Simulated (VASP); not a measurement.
SrLi2SnS4:

```xyz
8
Lattice="-3.3295 3.3295 3.9590 3.3295 -3.3295 3.9590 3.3295 3.3295 -3.9590" Properties=species:S:1:pos:R:3 pbc="T T T"
Li    3.3295    0.0000    1.9795
Li    0.0000    3.3295    1.9795
Sr    0.0000    0.0000    3.9590
Sn    0.0000    0.0000    0.0000
S     1.3757    1.3757   -1.3567
S    -1.9538    1.9538    5.3157
S     1.9538    1.9538    2.6023
S     1.9538   -1.9538    5.3157
```

| Item | Value |
| --- | --- |
| Program | VASP 6.6.1 |
| Task | relaxation of cell and atoms |
| Functional | PBEsol |
| Potentials or basis | VASP PAW PBE potentials, release 64 (Li_sv, Sr_sv, Sn_d, S) |
| Cutoff | 600 eV |
| k mesh | 6 × 6 × 6 |
| Occupations | fermi-dirac, width 0.02 eV |
| Spin | no spin polarisation |

At the start: pressure 0.2 GPa; volume 21.94 Å³/atom.

Problem. Where does the relaxation end?

Solution. Over 11 steps the energy falls by 2.9 meV/atom and the volume is 21.66 Å³/atom (-1.3 %); space group I-42m (No. 121, to 0.1 Å) before and after.

The path:
| step | energy change (eV) | largest force (eV/Å) | pressure (GPa) | volume (Å³) |
| --- | --- | --- | --- | --- |
| 1 | 0.0000 | 0.3561 | 0.22 | 175.55 |
| 2 | -0.0146 | 0.0943 | -0.47 | 176.32 |
| 3 | -0.0150 | 0.0478 | -0.61 | 176.47 |
| 4 | -0.0209 | 0.0237 | -0.20 | 174.52 |
| 5 | -0.0216 | 0.0162 | 0.01 | 173.58 |
| 6 | -0.0220 | 0.0187 | 0.01 | 173.51 |
| 7 | -0.0227 | 0.0255 | 0.00 | 173.27 |
| 8 | -0.0227 | 0.0274 | 0.00 | 173.22 |
| 9 | -0.0230 | 0.0172 | 0.03 | 173.16 |
| 10 | -0.0231 | 0.0181 | 0.09 | 173.08 |
| 11 | -0.0232 | 0.0051 | 0.00 | 173.29 |

Final structure:
```xyz
8
Lattice="-3.3270 3.3270 3.9141 3.3270 -3.3270 3.9141 3.3270 3.3270 -3.9141" Properties=species:S:1:pos:R:3 pbc="T T T"
Li    3.3270    0.0000    1.9570
Li    0.0000    3.3270    1.9570
Sr    0.0000    0.0000    3.9141
Sn    0.0000    0.0000    0.0000
S     1.3867    1.3867   -1.3756
S    -1.9402    1.9402    5.2896
S     1.9402    1.9402    2.5385
S     1.9402   -1.9402    5.2896
```

Caveat: the cutoff is under 1.25 times the usual one of these potentials, so pressure, stress and relaxed cells hold a basis-set (Pulay) error; the PAW data sets were made with another functional, which shifts forces and pressure a little.
